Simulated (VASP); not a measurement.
The system is MgO (MgO (Fm-3m)).

```
Mg O
1.0
     0.00000    2.09700    2.09700
     2.09700    0.00000    2.09700
     2.09700    2.09700    0.00000
Mg O
1 1
Direct
  0.00000 0.00000 0.00000
  0.50000 0.50000 0.50000
```

```yaml
Program: VASP 6.6.1
Task: relaxation of cell and atoms
Functional: PBE
Potentials_or_basis: VASP PAW PBE potentials, release 64 (Mg, O)
Cutoff: 600 eV
k_mesh: 11 × 11 × 11
Occupations: gaussian, width 0.01 eV
Spin: no spin polarisation
```

At the start: pressure 5.9 GPa; volume 9.22 Å³/atom.

**Question.** Where does the relaxation end?

**Answer.** Over 3 steps the energy falls by 6.1 meV/atom and the volume is 9.56 Å³/atom (+3.7 %); space group Fm-3m (No. 225, to 0.05 Å).

Step by step:
```csv
step,energy change (eV),largest force (eV/Å),pressure (GPa),volume (Å³)
1,0.0000,0.0000,5.93,18.44
2,-0.0108,0.0000,-1.87,19.37
3,-0.0122,0.0000,0.01,19.12
```

Final structure:
```yaml
crystal:
  lattice:
    - [0.00000, 2.12251, 2.12251]
    - [2.12251, 0.00000, 2.12251]
    - [2.12251, 2.12251, 0.00000]
  atoms:
    - { symbol: Mg, position: [0.00000, 0.00000, 0.00000] }
    - { symbol: O, position: [0.50000, 0.50000, 0.50000] }
```
